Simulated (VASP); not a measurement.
Ta:

```
CELL_PARAMETERS angstrom
2.87817 0.00000 0.00000
-1.43908 2.49257 0.00000
0.00000 0.00000 5.18140
ATOMIC_POSITIONS crystal
Ta 0.33333 0.66667 0.25000
Ta 0.66667 0.33333 0.75000
```

This cell differs from its parent crystal: volume scaled by 0.96.

Base run:

```yaml
Program: VASP 6.6.1
Functional: BLYP
Potentials_or_basis: VASP PAW PBE potentials, release 64 (Ta_sv_GW)
Cutoff: 500 eV
k_mesh: 14 × 14 × 7
Occupations: fermi-dirac, width 0.1 eV
Spin: no spin polarisation
```

Its results: band gap on the k mesh zero (band 13 reaches 12.39 eV, above the bottom of band 14 at 10.45 eV); pressure 7.5 GPa.

The run is repeated on the same cell with these changes: potentials or basis from VASP PAW PBE potentials, release 64 (Ta_sv_GW) to VASP PAW PBE potentials, release 64 (Ta_pv); cutoff from 500 eV to 520 eV; further incar settings from ALGO = Normal; EDIFF = 1e-06; NBANDS = 20 to ALGO = Normal; EDIFF = 1e-06; NBANDS = 18; valence electrons from 26 to 22. What comes out?

Band gap on the k mesh zero (band 11 reaches 7.51 eV, above the bottom of band 12 at 5.59 eV); pressure 8.9 GPa.

Caveats: the PAW data sets were made with another functional, which shifts forces and pressure a little; spin-orbit coupling is left out, which moves the levels of the heavy elements.
